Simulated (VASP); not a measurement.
# ZnS (Cmmm) in VASP: notebook

Runs on ZnS. Level: PBE. Tasks: single point.

Program: VASP 6.6.1. These are calculated values, not measurements. Logs are shortened: lines on timing, memory, paths and dates and some standing lists are left out, and cuts for length are marked.

### Step 1. The cell of the first run

It takes space group Cmmm (No. 65, orthorhombic). The conventional cell has a = 3.751 Å, b = 5.252 Å, c = 5.180 Å, α = 90.00°, β = 90.00°, γ = 90.00°. Within 4.2 Å of Zn (site symmetry mmm) lie 8 S at 3.20 to 3.69 Å and 6 Zn at 3.23 to 3.75 Å. Within 4.2 Å of S (site symmetry mmm) lie 8 Zn at 3.20 to 3.69 Å and 6 S at 3.23 to 3.75 Å.

The cell was built from a structure type or drawn by symmetry, and may not be a known phase.

### Step 2. Single point, PBE

INCAR

```
PREC = Accurate
ENCUT = 520
EDIFF = 1E-7
ISMEAR = 0
SIGMA = 0.1
LREAL = F
LASPH = T
NELM = 80
ALGO = Normal
ISIF = 2
LWAVE = F
LCHARG = F
GGA = PE
NBANDS = 16
```

KPOINTS

```
Automatic mesh
0
Gamma
  6 6 4
```

POSCAR

```
ZnS
1.0
    1.8755674500     -2.6258831100      0.0000000000
    1.8755674500      2.6258831100      0.0000000000
    0.0000000000      0.0000000000      5.1799225600
Zn S
1 1
Direct
    0.5000000000      0.5000000000      0.5000000000
    0.0000000000      0.0000000000      0.0000000000
```

Potentials or basis: VASP PAW PBE potentials, release 64 (Zn, S).

The run is started by

```bash
cat potpaw_PBE.64/Zn/POTCAR potpaw_PBE.64/S/POTCAR > POTCAR
mpirun -np 1 vasp_std > vasp.out
```

OUTCAR:

```text
PREC = Accurate
   ENCUT = 520
   EDIFF = 1E-7
   ISMEAR = 0
   LREAL = F
   LASPH = T
   NELM = 80
   ISIF = 2
   GGA = PE

 ion  position               nearest neighbor table
   1  0.500  0.500  0.500-
   2  0.000  0.000  0.000-

  LATTYP: Found a base centered orthorhombic cell.
 ALAT       =     3.7511349000
 B/A-ratio  =     1.4000472817
 C/A-ratio  =     1.3808947687

  Lattice vectors:

 A1 = (   1.8755674500,  -2.6258831100,   0.0000000000)
 A2 = (   1.8755674500,   2.6258831100,   0.0000000000)
 A3 = (   0.0000000000,   0.0000000000,   5.1799225600)

Analysis of symmetry for initial positions (statically):
=====================================================================
 Subroutine PRICEL returns:
 Original cell was already a primitive cell.

 Routine SETGRP: Setting up the symmetry group for a
 base centered orthorhombic supercell.

 Subroutine GETGRP returns: Found  8 space group operations
 (whereof  8 operations were pure point group operations)
 out of a pool of  8 trial point group operations.

The static configuration has the point symmetry D_2h.

Analysis of symmetry for dynamics (positions and initial velocities):
=====================================================================
 Subroutine PRICEL returns:
 Original cell was already a primitive cell.

 Routine SETGRP: Setting up the symmetry group for a
 base centered orthorhombic supercell.

 Subroutine GETGRP returns: Found  8 space group operations
 (whereof  8 operations were pure point group operations)
 out of a pool of  8 trial point group operations.

The dynamic configuration has the point symmetry D_2h.

 Subroutine INISYM returns: Found  8 space group operations
 (whereof  8 operations are pure point group operations),
 and found     1 'primitive' translations

----------------------------------------------------------------------------------------

                                     Primitive cell

  volume of cell :      51.0225

  direct lattice vectors                    reciprocal lattice vectors
     1.875567450 -2.625883110  0.000000000     0.266585987 -0.190412131  0.000000000
     1.875567450  2.625883110  0.000000000     0.266585987  0.190412131  0.000000000
     0.000000000  0.000000000  5.179922560     0.000000000  0.000000000  0.193053079

  length of vectors
     3.226920415  3.226920415  5.179922560     0.327604744  0.327604744  0.193053079

  position of ions in fractional coordinates (direct lattice)
     0.500000000  0.500000000  0.500000000
     0.000000000  0.000000000  0.000000000

  ion indices of the primitive-cell ions
   primitive index   ion index
                 1           1
                 2           2

----------------------------------------------------------------------------------------

 KPOINTS: Automatic mesh

Automatic generation of k-mesh.
 Grid dimensions read from file:
 generate k-points for:    6    6    4

 Generating k-lattice:

  Cartesian coordinates                     Fractional coordinates (reciprocal lattice)
     0.044430998 -0.031735355  0.000000000     0.166666667 -0.000000000  0.000000000
     0.044430998  0.031735355  0.000000000    -0.000000000  0.166666667  0.000000000
     0.000000000  0.000000000  0.048263270     0.000000000  0.000000000  0.250000000

  Length of vectors
     0.054600791  0.054600791  0.048263270

  Shift w.r.t. Gamma in fractional coordinates (k-lattice)
     0.000000000  0.000000000  0.000000000

 Subroutine IBZKPT returns following result:
 ===========================================

 Found     39 irreducible k-points:

 Following reciprocal coordinates:
            Coordinates               Weight
  0.000000  0.000000  0.000000      1.000000
  0.166667  0.000000  0.000000      4.000000
  0.333333  0.000000  0.000000      4.000000
  0.500000  0.000000  0.000000      2.000000
  0.166667  0.166667  0.000000      2.000000
  0.333333  0.166667  0.000000      4.000000
[... 16 lines left out ...]
  0.333333  0.333333  0.250000      4.000000
  0.500000  0.333333  0.250000      8.000000
 [... further k-points ...]
   k-points           NKPTS =     39   k-points in BZ     NKDIM =     39   number of bands    NBANDS=     16
   number of dos      NEDOS =    301   number of ions     NIONS =      2
   total plane-waves  NPLWV =  23040
   dimension x,y,z NGX =    24 NGY =   24 NGZ =   40
   dimension x,y,z NGXF=    48 NGYF=   48 NGZF=   80
   ions per type =               1   1
   NGX,Y,Z   is equivalent  to a cutoff of  12.36, 12.36, 12.84 a.u.
   NGXF,Y,Z  is equivalent  to a cutoff of  24.73, 24.73, 25.68 a.u.
 SYSTEM =  unknown system
   PREC   = accura    normal or accurate (medium, high low for compatibility)
   ISTART =      0    job   : 0-new  1-cont  2-samecut
   ICHARG =      2    charge: 1-file 2-atom 10-const
   ISPIN  =      1    spin polarized calculation?
   LNONCOLLINEAR =      F non collinear calculations
   LSORBIT =      F    spin-orbit coupling
   LASPH  =      T    aspherical Exc in radial PAW
   ENCUT  =  520.0 eV  38.22 Ry    6.18 a.u.   6.00  6.00  9.63*2*pi/ulx,y,z
   NELM   =     80;   NELMIN=  2; NELMDL= -5     # of ELM steps
   EDIFF  = 0.1E-06   stopping-criterion for ELM
   LREAL  =      F    real-space projection
   EDIFFG = 0.1E-05   stopping-criterion for IOM
   NSW    =      0    number of steps for IOM
   IBRION =     -1    ionic relax: 0-MD 1-quasi-New 2-CG
   NFREE  =      0    steps in history (QN), initial steepest desc. (CG)
   ISIF   =      2    stress and relaxation
   ISYM   =      2    0-nonsym 1-usesym 2-fastsym
   POTIM  = 0.5000    time-step for ionic-motion
   TEBEG  =    0.0;   TEEND  =   0.0 temperature during run
   PSTRESS=    0.0 pullay stress
   NELECT =      18.0000    total number of electrons
   NUPDOWN=      -1.0000    fix difference up-down
   EMIN   =  10.00;   EMAX   =-10.00  energy-range for DOS
   EFERMI =   0.00;   METHOD = LEGACY
   ISMEAR =     0;   SIGMA  =   0.10  broadening in eV -4-tet -1-fermi 0-gaus
   EFERMI_NEDOS =   21; number of points for ismear=-14 and -15
   IALGO  =     38    algorithm
   IMIX   =      4    mixing-type and parameters
     AMIX     =   0.40;   BMIX     =  1.00
     AMIX_MAG =   1.60;   BMIX_MAG =  1.00
  volume/ion in A,a.u.               =      25.51       172.16
  Fermi-wavevector in a.u.,A,eV,Ry     =   1.156765  2.185969 18.206034  1.338106
  Thomas-Fermi vector in A             =   2.293383
   LORBIT       =      0    0 simple, 1 ext, 2 COOP (PROOUT), +10 PAW based schemes
   GGA     = PE    functional components
   LHFCALC =     F    Hartree Fock is set to
   AEXX    =    0.0000 exact exchange contribution
   IVDW    =     0    specifies the selected vdW correction
   LEPSILON=     F    determine dielectric tensor
   LRPA    =     F    only Hartree local field effects (RPA)
 non-spin polarized calculation
 Gauss-broadening in eV      SIGMA  =   0.10
  energy-cutoff  :      520.00
  volume of cell :       51.02
 maximum number of plane-waves:      1396
   NGX = 11   NGY = 11   NGZ = 19

 number of electron      17.9999988 magnetization

 Free energy of the ion-electron system (eV)
  ---------------------------------------------------
  ext. energy  EPLUGINS =         0.00000000
  ---------------------------------------------------
  free energy    TOTEN  =        -3.41675584 eV

  energy without entropy =       -3.39602752  energy(sigma->0) =       -3.40639168

 E-fermi :   0.9365     XC(G=0):  -8.9861

 val. band max:        0.9251504546   @ k =  -0.3333   0.1667   0.2500
 cond. band min:       0.9367931715   @ k =  -0.3333   0.1667   0.0000
 fundamental gap:      0.0116427169
 Fermi energy:         0.9364623924

 k-point     1 :       0.0000    0.0000    0.0000
  band No.  band energies     occupation
      1     -11.4103      2.00000
      2      -5.6693      2.00000
      3      -5.6214      2.00000
      4      -5.4466      2.00000
      5      -5.3977      2.00000
      6      -5.3874      2.00000
[... 8 lines left out ...]
     15      11.9725      0.00000
     16      14.2430      0.00000

 k-point     2 :       0.1667    0.0000    0.0000
  band No.  band energies     occupation
      1     -11.1862      2.00000
      2      -5.6628      2.00000
      3      -5.5553      2.00000
      4      -5.4476      2.00000
      5      -5.4445      2.00000
      6      -5.3937      2.00000
[... 8 lines left out ...]
     15      12.6270      0.00000
     16      13.6046      0.00000

 k-point     3 :       0.3333    0.0000    0.0000
  band No.  band energies     occupation
      1     -10.6619      2.00000
      2      -5.6835      2.00000
      3      -5.5406      2.00000
      4      -5.4457      2.00000
      5      -5.4265      2.00000
      6      -5.3998      2.00000
[... 8 lines left out ...]
     15      13.0314      0.00000
     16      13.4644      0.00000

 k-point     4 :       0.5000    0.0000    0.0000
  band No.  band energies     occupation
      1     -10.3437      2.00000
      2      -5.7005      2.00000
      3      -5.5822      2.00000
      4      -5.4381      2.00000
      5      -5.4026      2.00000
      6      -5.3988      2.00000
[... 8 lines left out ...]
     15      13.3255      0.00000
     16      13.7633      0.00000
[... 324 lines left out ...]
 k-point    22 :      -0.1667    0.1667    0.2500
  band No.  band energies     occupation
      1     -11.0470      2.00000
      2      -5.5886      2.00000
      3      -5.5354      2.00000
      4      -5.5014      2.00000
      5      -5.4318      2.00000
      6      -5.4180      2.00000
[... 8 lines left out ...]
     15      12.3727      0.00000
     16      12.6920      0.00000

 k-point    23 :       0.3333    0.3333    0.2500
  band No.  band energies     occupation
      1     -10.0055      2.00000
      2      -5.5627      2.00000
      3      -5.5113      2.00000
      4      -5.4718      2.00000
      5      -5.4668      2.00000
      6      -5.4095      2.00000
[... 8 lines left out ...]
     15      11.6706      0.00000
     16      13.0767      0.00000

 k-point    24 :       0.5000    0.3333    0.2500
  band No.  band energies     occupation
      1      -9.9507      2.00000
      2      -5.6210      2.00000
      3      -5.5381      2.00000
      4      -5.4681      2.00000
      5      -5.4185      2.00000
      6      -5.3636      2.00000
[... 8 lines left out ...]
     15      10.9635      0.00000
     16      11.7705      0.00000

 [... further k-points ...]

------------------------ aborting loop because EDIFF is reached ----------------------------------------

  FORCE on cell =-STRESS in cart. coord.  units (eV):
  Direction    XX          YY          ZZ          XY          YZ          ZX
  --------------------------------------------------------------------------------------
  -------------------------------------------------------------------------------------
  Total       -2.5324742     -2.8214198     -4.1356188      0.0000000      0.0000000      0.0000000
  in kB      -79.5232773    -88.5965784   -129.8642890      0.0000000      0.0000000      0.0000000
  external PRESSURE =     -99.3280482 kB  Pullay stress =       0.0000000 kB

 VOLUME and BASIS-vectors are now :
 -----------------------------------------------------------------------------
  energy-cutoff  :      520.00
  volume of cell :       51.02
      direct lattice vectors                 reciprocal lattice vectors
     1.875567450 -2.625883110  0.000000000     0.266585987 -0.190412131  0.000000000
     1.875567450  2.625883110  0.000000000     0.266585987  0.190412131  0.000000000
     0.000000000  0.000000000  5.179922560     0.000000000  0.000000000  0.193053079

 POSITION                                       TOTAL-FORCE (eV/Angst)
 -----------------------------------------------------------------------------------
      1.87557      0.00000      2.58996        -0.000000     -0.000000      0.000000
      0.00000      0.00000      0.00000         0.000000      0.000000      0.000000
 -----------------------------------------------------------------------------------
    total drift:                                0.000000      0.000000     -0.000000

  FREE ENERGIE OF THE ION-ELECTRON SYSTEM (eV)
  ---------------------------------------------------
  free  energy   TOTEN  =        -3.4167558449 eV

  energy  without entropy=       -3.3960275223  energy(sigma->0) =       -3.40639168
```

Run time: 17 s. Hardware: 1 thread of Intel Xeon Platinum 8488C (Sapphire Rapids), shared host; peak memory 0.17 GiB.

Results:

* Free energy: -3.4168 eV
* Pressure: -9.9 GPa
* Band gap on the k mesh: zero (bands 9 and 10 overlap by 1.57 eV)

Caveat: the cell stands under tension.

### Step 3. Single point, PBE

This run uses another cell than the first one, of 25.85 Å³/atom.

INCAR

```
SYSTEM = ZnS
PREC     = Accurate       ! precision mode
ENCUT    = 520            ! plane-wave cutoff, eV
EDIFF    = 1E-7           ! SCF threshold, eV
ISMEAR   = 0              ! smearing method
SIGMA    = 0.1            ! smearing width, eV
LREAL    = .FALSE.        ! projectors in reciprocal space
LASPH    = .TRUE.         ! aspherical terms in the spheres
NELM     = 100            ! most SCF steps
ALGO     = Normal         ! electronic algorithm
ISIF     = 2              ! what is computed and relaxed
LWAVE    = .FALSE.        ! write WAVECAR
LCHARG   = .TRUE.         ! write CHGCAR
GGA      = PE             ! functional
LELF     = .TRUE.         ! ELF
LVHAR    = .TRUE.       
NBANDS   = 16             ! bands
```

KPOINTS

```
regular mesh
0
G
  18 18 16
  0 0 0
```

POSCAR

```
ZnS
1.0
    1.7017832099     -4.4841879795      0.0000000000
    1.7017832099      4.4841879795      0.0000000000
    0.0000000000      0.0000000000      3.3872893204
Zn S
1 1
Direct
    0.5000000000      0.5000000000      0.5000000000
    0.0000000000      0.0000000000      0.0000000000
```

Potentials or basis: VASP PAW PBE potentials, release 64 (Zn, S).

The run is started by

```bash
cat potpaw_PBE.64/Zn/POTCAR potpaw_PBE.64/S/POTCAR > POTCAR
mpirun -np 1 vasp_std > vasp.out
```

Wall time 8.7 min (1 thread of Intel Xeon Platinum 8488C (Sapphire Rapids), shared host); peak memory 0.72 GiB.

The run converged. Its results:

```yaml
Free_energy: -5.7334 eV
Pressure: 0.1 GPa
Band_gap_on_the_k_mesh: zero (bands 9 and 10 overlap by 1.17 eV)
```

Stress tensor (GPa, compression positive):
```
0.19 0.00 0.00
0.00 0.00 0.00
0.00 0.00 0.22
```

Levels at points of the mesh, in eV from the Fermi level:
| k point | band 7 | band 8 | band 9 | band 10 | band 11 | band 12 |
| --- | --- | --- | --- | --- | --- | --- |
| (0.00, 0.00, 0.00) | -2.31 | -1.62 | -1.59 | 0.96 | 4.92 | 6.96 |
| (0.50, 0.00, 0.00) | -5.36 | -1.23 | 0.36 | 2.84 | 5.54 | 6.27 |
| (0.50, 0.50, 0.00) | -3.28 | -1.66 | -1.55 | 1.54 | 5.42 | 6.96 |
| (0.00, 0.00, 0.50) | -5.41 | -0.92 | 0.35 | 4.22 | 5.22 | 5.70 |
| (0.50, 0.00, 0.50) | -4.65 | -4.62 | -0.86 | -0.80 | 5.77 | 7.04 |
| (0.50, 0.50, 0.50) | -5.26 | -1.49 | 0.33 | 2.12 | 5.45 | 6.42 |
